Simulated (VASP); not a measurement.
# Sn (I4/mmm) in VASP: further runs, part 2 of 3

VASP 6.6.1.

**3. Single point, PBE**

Contents of INCAR:

```
  ALGO = Normal
  EDIFF = 1E-6
  ENCUT = 520
  GGA = PE
  ISIF = 2
  ISMEAR = 0
  LASPH = T
  LCHARG = F
  LREAL = F
  LWAVE = F
  NBANDS = 13
  NELM = 80
  PREC = Accurate
  SIGMA = 0.015
```

Contents of KPOINTS:

```
k-points
0
Gamma
  10 10 10
```

Contents of POSCAR:

```
Sn
1.0
   -2.0291894110      2.0291894110      1.6607599896
    2.0291894110     -2.0291894110      1.6607599896
    2.0291894110      2.0291894110     -1.6607599896
Sn
1
Direct
    0.0000000000      0.0000000000      0.0000000000
```

Potentials or basis: VASP PAW PBE potentials, release 64 (Sn_d).

Launch:

```bash
$ cat potpaw_PBE.64/Sn_d/POTCAR > POTCAR
$ mpirun -np 1 vasp_std > vasp.out
```

OUTCAR:

```text
EDIFF = 1E-6
   ENCUT = 520
   GGA = PE
   ISIF = 2
   ISMEAR = 0
   LASPH = T
   LREAL = F
   NELM = 80
   PREC = Accurate

 ion  position               nearest neighbor table
   1  0.000  0.000  0.000-

  LATTYP: Found a body centered tetragonal cell.
 ALAT       =     4.0583788220
 C/A-ratio  =     0.8184351745

  Lattice vectors:

 A1 = (  -2.0291894110,   2.0291894110,   1.6607599896)
 A2 = (   2.0291894110,  -2.0291894110,   1.6607599896)
 A3 = (   2.0291894110,   2.0291894110,  -1.6607599896)

Analysis of symmetry for initial positions (statically):
=====================================================================
 Subroutine PRICEL returns:
 Original cell was already a primitive cell.

 Routine SETGRP: Setting up the symmetry group for a
 body centered tetragonal supercell.

 Subroutine GETGRP returns: Found 16 space group operations
 (whereof 16 operations were pure point group operations)
 out of a pool of 16 trial point group operations.

The static configuration has the point symmetry D_4h.

Analysis of symmetry for dynamics (positions and initial velocities):
=====================================================================
 Subroutine PRICEL returns:
 Original cell was already a primitive cell.

 Routine SETGRP: Setting up the symmetry group for a
 body centered tetragonal supercell.

 Subroutine GETGRP returns: Found 16 space group operations
 (whereof 16 operations were pure point group operations)
 out of a pool of 16 trial point group operations.

The dynamic configuration has the point symmetry D_4h.

 Subroutine INISYM returns: Found 16 space group operations
 (whereof 16 operations are pure point group operations),
 and found     1 'primitive' translations

----------------------------------------------------------------------------------------

                                     Primitive cell

  volume of cell :      27.3534

  direct lattice vectors                    reciprocal lattice vectors
    -2.029189411  2.029189411  1.660759990     0.000000000  0.246403809  0.301066983
     2.029189411 -2.029189411  1.660759990     0.246403809  0.000000000  0.301066983
     2.029189411  2.029189411 -1.660759990     0.246403809  0.246403809  0.000000000

  length of vectors
     3.315621069  3.315621069  3.315621069     0.389045197  0.389045197  0.348467608

  position of ions in fractional coordinates (direct lattice)
     0.000000000  0.000000000  0.000000000

  ion indices of the primitive-cell ions
   primitive index   ion index
                 1           1

----------------------------------------------------------------------------------------

 KPOINTS: k-points

Automatic generation of k-mesh.
 Grid dimensions read from file:
 generate k-points for:   10   10   10

 Generating k-lattice:

  Cartesian coordinates                     Fractional coordinates (reciprocal lattice)
     0.000000000  0.024640381  0.030106698     0.100000000 -0.000000000  0.000000000
     0.024640381  0.000000000  0.030106698    -0.000000000  0.100000000  0.000000000
     0.024640381  0.024640381  0.000000000     0.000000000  0.000000000  0.100000000

  Length of vectors
     0.038904520  0.038904520  0.034846761

  Shift w.r.t. Gamma in fractional coordinates (k-lattice)
     0.000000000  0.000000000  0.000000000

 Subroutine IBZKPT returns following result:
 ===========================================

 Found    102 irreducible k-points:

 Following reciprocal coordinates:
            Coordinates               Weight
  0.000000  0.000000  0.000000      1.000000
  0.100000  0.000000  0.000000      8.000000
  0.200000  0.000000  0.000000      8.000000
  0.300000  0.000000  0.000000      8.000000
  0.400000  0.000000  0.000000      8.000000
  0.500000  0.000000  0.000000      4.000000
[... 16 lines left out ...]
  0.300000  0.300000  0.000000      8.000000
  0.400000  0.300000  0.000000     16.000000
 [... further k-points ...]
   k-points           NKPTS =    102   k-points in BZ     NKDIM =    102   number of bands    NBANDS=     13
   number of dos      NEDOS =    301   number of ions     NIONS =      1
   total plane-waves  NPLWV =  21952
   dimension x,y,z NGX =    28 NGY =   28 NGZ =   28
   dimension x,y,z NGXF=    56 NGYF=   56 NGZF=   56
   ions per type =               1
   NGX,Y,Z   is equivalent  to a cutoff of  14.04, 14.04, 14.04 a.u.
   NGXF,Y,Z  is equivalent  to a cutoff of  28.08, 28.08, 28.08 a.u.
 SYSTEM =  unknown system
   PREC   = accura    normal or accurate (medium, high low for compatibility)
   ISTART =      0    job   : 0-new  1-cont  2-samecut
   ICHARG =      2    charge: 1-file 2-atom 10-const
   ISPIN  =      1    spin polarized calculation?
   LNONCOLLINEAR =      F non collinear calculations
   LSORBIT =      F    spin-orbit coupling
   LASPH  =      T    aspherical Exc in radial PAW
   ENCUT  =  520.0 eV  38.22 Ry    6.18 a.u.   6.16  6.16  6.16*2*pi/ulx,y,z
   NELM   =     80;   NELMIN=  2; NELMDL= -5     # of ELM steps
   EDIFF  = 0.1E-05   stopping-criterion for ELM
   LREAL  =      F    real-space projection
   EDIFFG = 0.1E-04   stopping-criterion for IOM
   NSW    =      0    number of steps for IOM
   IBRION =     -1    ionic relax: 0-MD 1-quasi-New 2-CG
   NFREE  =      0    steps in history (QN), initial steepest desc. (CG)
   ISIF   =      2    stress and relaxation
   ISYM   =      2    0-nonsym 1-usesym 2-fastsym
   POTIM  = 0.5000    time-step for ionic-motion
   TEBEG  =    0.0;   TEEND  =   0.0 temperature during run
   PSTRESS=    0.0 pullay stress
   NELECT =      14.0000    total number of electrons
   NUPDOWN=      -1.0000    fix difference up-down
   EMIN   =  10.00;   EMAX   =-10.00  energy-range for DOS
   EFERMI =   0.00;   METHOD = LEGACY
   ISMEAR =     0;   SIGMA  =   0.01  broadening in eV -4-tet -1-fermi 0-gaus
   EFERMI_NEDOS =   21; number of points for ismear=-14 and -15
   IALGO  =     38    algorithm
   IMIX   =      4    mixing-type and parameters
     AMIX     =   0.40;   BMIX     =  1.00
     AMIX_MAG =   1.60;   BMIX_MAG =  1.00
  volume/ion in A,a.u.               =      27.35       184.59
  Fermi-wavevector in a.u.,A,eV,Ry     =   1.309524  2.474642 23.331997  1.714853
  Thomas-Fermi vector in A             =   2.440117
   LORBIT       =      0    0 simple, 1 ext, 2 COOP (PROOUT), +10 PAW based schemes
   GGA     = PE    functional components
   LHFCALC =     F    Hartree Fock is set to
   AEXX    =    0.0000 exact exchange contribution
   IVDW    =     0    specifies the selected vdW correction
   LEPSILON=     F    determine dielectric tensor
   LRPA    =     F    only Hartree local field effects (RPA)
 non-spin polarized calculation
 Gauss-broadening in eV      SIGMA  =   0.01
  energy-cutoff  :      520.00
  volume of cell :       27.35
 maximum number of plane-waves:       754
 NGX is ok and might be reduce to    28
   NGX = 13   NGY = 13   NGZ = 13

 number of electron      14.0000001 magnetization

 Free energy of the ion-electron system (eV)
  ---------------------------------------------------
  ext. energy  EPLUGINS =         0.00000000
  ---------------------------------------------------
  free energy    TOTEN  =        -3.77612527 eV

  energy without entropy =       -3.77588251  energy(sigma->0) =       -3.77600389

 E-fermi :   7.9127     XC(G=0): -10.3290

 val. band max:        7.9055992884   @ k =  -0.2000   0.4000   0.1000
 cond. band min:       7.9138766652   @ k =  -0.2000  -0.3000   0.2000
 fundamental gap:      0.0082773768
 Fermi energy:         7.9127159970

 k-point     1 :       0.0000    0.0000    0.0000
  band No.  band energies     occupation
      1     -13.5862      2.00000
      2     -13.5108      2.00000
      3     -13.5108      2.00000
      4     -13.5085      2.00000
      5     -13.3947      2.00000
      6      -3.0599      2.00000
      7      14.7475      0.00000
      8      14.7475      0.00000
      9      17.3098      0.00000
     10      18.2355      0.00000
     11      19.3774      0.00000
     12      20.5152      0.00000
     13      20.5152      0.00000
[... 353 lines left out ...]
 k-point    24 :       0.4000    0.3000    0.0000
  band No.  band energies     occupation
      1     -13.5585      2.00000
      2     -13.4784      2.00000
      3     -13.4529      2.00000
      4     -13.4230      2.00000
      5     -13.4019      2.00000
      6       1.9789      2.00000
      7       5.4075      2.00000
      8       6.8975      2.00000
      9      12.4235      0.00000
     10      17.1057      0.00000
     11      19.2261      0.00000
     12      23.9106      0.00000
     13      24.3312      0.00000

 [... further k-points ...]
[... 5 lines left out ...]
  --------------------------------------------------------------------------------------
  -------------------------------------------------------------------------------------
  Total        0.0423516      0.0423516      0.3015116      0.0000000      0.0000000      0.0000000
  in kB        2.4806671      2.4806671     17.6604808      0.0000000      0.0000000      0.0000000
  external PRESSURE =       7.5406050 kB  Pullay stress =       0.0000000 kB

 VOLUME and BASIS-vectors are now :
 -----------------------------------------------------------------------------
  energy-cutoff  :      520.00
  volume of cell :       27.35
      direct lattice vectors                 reciprocal lattice vectors
    -2.029189411  2.029189411  1.660759990     0.000000000  0.246403809  0.301066983
     2.029189411 -2.029189411  1.660759990     0.246403809  0.000000000  0.301066983
     2.029189411  2.029189411 -1.660759990     0.246403809  0.246403809  0.000000000

 POSITION                                       TOTAL-FORCE (eV/Angst)
 -----------------------------------------------------------------------------------
      0.00000      0.00000      0.00000        -0.000000      0.000000      0.000000
 -----------------------------------------------------------------------------------
    total drift:                               -0.000000     -0.000000     -0.000000

  FREE ENERGIE OF THE ION-ELECTRON SYSTEM (eV)
  ---------------------------------------------------
  free  energy   TOTEN  =        -3.7761252728 eV

  energy  without entropy=       -3.7758825104  energy(sigma->0) =       -3.77600389
```

OSZICAR:

```text
N       E                     dE             d eps       ncg     rms          rms(c)
DAV:   1     0.797178898676E+02    0.79718E+02   -0.71576E+03  2738   0.161E+03
DAV:   2     0.172410236194E+01   -0.77994E+02   -0.75535E+02  2837   0.340E+02
DAV:   3    -0.367174618134E+01   -0.53958E+01   -0.53824E+01  3162   0.715E+01
DAV:   4    -0.378491803504E+01   -0.11317E+00   -0.11315E+00  3142   0.112E+01
DAV:   5    -0.378896666535E+01   -0.40486E-02   -0.40486E-02  3391   0.206E+00    0.134E+00
DAV:   6    -0.377937201374E+01    0.95947E-02   -0.10539E-02  3353   0.175E+00    0.741E-01
DAV:   7    -0.377624479618E+01    0.31272E-02   -0.68870E-03  3317   0.137E+00    0.974E-02
DAV:   8    -0.377612462358E+01    0.12017E-03   -0.71992E-04  3262   0.449E-01    0.220E-02
DAV:   9    -0.377612429020E+01    0.33338E-06   -0.14404E-05  3727   0.489E-02    0.147E-02
DAV:  10    -0.377612527275E+01   -0.98255E-06   -0.21303E-06  3187   0.178E-02
   1 F= -.37761253E+01 E0= -.37760039E+01  d E =-.242762E-03
```

stdout:

```text
POSCAR found type information on POSCAR Sn
 POSCAR found :  1 types and       1 ions
 scaLAPACK will be used
 LDA part: xc-table for (Slater+PW92), standard interpolation
 POSCAR, INCAR and KPOINTS ok, starting setup
 FFT: planning ... GRIDC
 FFT: planning ... GRID_SOFT
 FFT: planning ... GRID
 WAVECAR not read
 entering main loop
```

It took 25 s on 1 thread of Intel Xeon Platinum 8259CL at 2.50GHz (Skylake/Cascade Lake), shared host; peak memory 0.17 GiB.

Results:

| Property | Result |
| --- | --- |
| Free energy | -3.7761 eV |
| Pressure | 0.8 GPa |
| Band gap on the k mesh | zero (band 7 reaches 14.75 eV, above the bottom of band 8 at 5.95 eV) |

Stress tensor (GPa, compression positive):
```
0.25 0.00 0.00
0.00 0.25 0.00
0.00 0.00 1.77
```

Levels at points of the mesh, in eV from the Fermi level:
```csv
k point,band 4,band 5,band 6,band 7,band 8,band 9,band 10,band 11
"(0.00, 0.00, 0.00)",-21.42,-21.31,-10.97,6.83,6.83,9.40,10.32,11.46
"(0.50, 0.00, 0.00)",-21.28,-21.26,-5.69,-4.09,3.14,4.40,7.26,7.44
"(0.50, 0.50, 0.00)",-21.35,-21.27,-7.20,-4.61,5.85,7.82,10.44,11.00
"(0.50, 0.50, 0.50)",-21.28,-21.25,-3.33,-1.49,-1.49,2.59,3.12,6.16
```

Caveat: spin-orbit coupling is left out, which moves the levels of the heavy elements.

**4. Single point, PBE**

Contents of INCAR:

```
SYSTEM = Sn
ALGO     = Fast           ! electronic algorithm
EDIFF    = 1E-6           ! SCF threshold, eV
ENCUT    = 520            ! plane-wave cutoff, eV
GGA      = PE             ! functional
ISIF     = 2              ! what is computed and relaxed
ISMEAR   = 0              ! smearing method
LASPH    = .TRUE.         ! aspherical terms in the spheres
LCHARG   = .FALSE.        ! write CHGCAR
LREAL    = .FALSE.        ! projectors in reciprocal space
LWAVE    = .FALSE.        ! write WAVECAR
NBANDS   = 13             ! bands
NELM     = 100            ! most SCF steps
PREC     = Accurate       ! precision mode
SIGMA    = 0.016          ! smearing width, eV
```

Contents of KPOINTS:

```
k-points
0
G
  10 10 10
  0 0 0
```

POSCAR is that of step 3.

Potentials or basis: VASP PAW PBE potentials, release 64 (Sn_d).

Launch:

```bash
$ cat potpaw_PBE.64/Sn_d/POTCAR > POTCAR
$ mpirun -np 1 vasp_std > vasp.out
```

OUTCAR:

```text
SYSTEM = Sn
   EDIFF = 1E-6
   ENCUT = 520
   GGA = PE
   ISIF = 2
   ISMEAR = 0
   LASPH = .TRUE.
   LREAL = .FALSE.
   NELM = 100
   PREC = Accurate

 ion  position               nearest neighbor table
   1  0.000  0.000  0.000-

  LATTYP: Found a body centered tetragonal cell.
 ALAT       =     4.0583788220
 C/A-ratio  =     0.8184351745

  Lattice vectors:

 A1 = (  -2.0291894110,   2.0291894110,   1.6607599896)
 A2 = (   2.0291894110,  -2.0291894110,   1.6607599896)
 A3 = (   2.0291894110,   2.0291894110,  -1.6607599896)

Analysis of symmetry for initial positions (statically):
=====================================================================
 Subroutine PRICEL returns:
 Original cell was already a primitive cell.

 Routine SETGRP: Setting up the symmetry group for a
 body centered tetragonal supercell.

 Subroutine GETGRP returns: Found 16 space group operations
 (whereof 16 operations were pure point group operations)
 out of a pool of 16 trial point group operations.

[... 161 lines left out ...]

 E-fermi :   7.9129     XC(G=0): -10.3291

 val. band max:        7.9055209088   @ k =  -0.2000   0.4000   0.1000
 cond. band min:       7.9138476879   @ k =  -0.2000  -0.3000   0.2000
 fundamental gap:      0.0083267791
 Fermi energy:         7.9128937934

 k-point     1 :       0.0000    0.0000    0.0000
  band No.  band energies     occupation
      1     -13.5872      2.00000
      2     -13.5118      2.00000
      3     -13.5118      2.00000
      4     -13.5094      2.00000
      5     -13.3957      2.00000
      6      -3.0599      2.00000
      7      14.7474      0.00000
      8      14.7474      0.00000
      9      17.3096      0.00000
     10      18.2355      0.00000
     11      19.3775      0.00000
     12      20.5152      0.00000
     13      20.5152      0.00000
[... 354 lines left out ...]
  band No.  band energies     occupation
      1     -13.5594      2.00000
      2     -13.4794      2.00000
      3     -13.4538      2.00000
      4     -13.4239      2.00000
      5     -13.4028      2.00000
      6       1.9788      2.00000
      7       5.4074      2.00000
      8       6.8975      2.00000
      9      12.4235      0.00000
     10      17.1056      0.00000
     11      19.2261      0.00000
     12      23.9106      0.00000
     13      24.3312      0.00000

 [... further k-points ...]
[... 5 lines left out ...]
  --------------------------------------------------------------------------------------
  -------------------------------------------------------------------------------------
  Total        0.0527052      0.0527052      0.3116701      0.0000000     -0.0000000      0.0000000
  in kB        3.0871087      3.0871087     18.2554995      0.0000000     -0.0000000      0.0000000
  external PRESSURE =       8.1432390 kB  Pullay stress =       0.0000000 kB

 VOLUME and BASIS-vectors are now :
 -----------------------------------------------------------------------------
  energy-cutoff  :      520.00
  volume of cell :       27.35
      direct lattice vectors                 reciprocal lattice vectors
    -2.029189411  2.029189411  1.660759990     0.000000000  0.246403809  0.301066983
     2.029189411 -2.029189411  1.660759990     0.246403809  0.000000000  0.301066983
     2.029189411  2.029189411 -1.660759990     0.246403809  0.246403809  0.000000000

 POSITION                                       TOTAL-FORCE (eV/Angst)
 -----------------------------------------------------------------------------------
      0.00000      0.00000      0.00000        -0.000000     -0.000000      0.000000
 -----------------------------------------------------------------------------------
    total drift:                               -0.000000     -0.000000     -0.000000

  FREE ENERGIE OF THE ION-ELECTRON SYSTEM (eV)
  ---------------------------------------------------
  free  energy   TOTEN  =        -3.7761420601 eV

  energy  without entropy=       -3.7758720526  energy(sigma->0) =       -3.77600706
```

Wall time 34 s (1 thread of Intel Xeon Platinum 8259CL at 2.50GHz (Skylake/Cascade Lake), shared host); peak memory 0.17 GiB.

Results:

```yaml
Free_energy: -3.7761 eV
Pressure: 0.8 GPa
Band_gap_on_the_k_mesh: zero (band 7 reaches 14.75 eV, above the bottom of band 8 at 5.95 eV)
```

Levels at points of the mesh, in eV from the Fermi level:
```csv
k point,band 5,band 6,band 7,band 8,band 9,band 10
"(0.00, 0.00, 0.00)",-21.31,-10.97,6.83,6.83,9.40,10.32
"(0.50, 0.00, 0.00)",-21.26,-5.69,-4.09,3.14,4.40,7.26
"(0.50, 0.50, 0.00)",-21.27,-7.20,-4.61,5.85,7.82,10.44
"(0.50, 0.50, 0.50)",-21.25,-3.33,-1.49,-1.49,2.59,3.12
```

Caveat: spin-orbit coupling is left out, which moves the levels of the heavy elements.

(Part 2 of 3 ends here.)
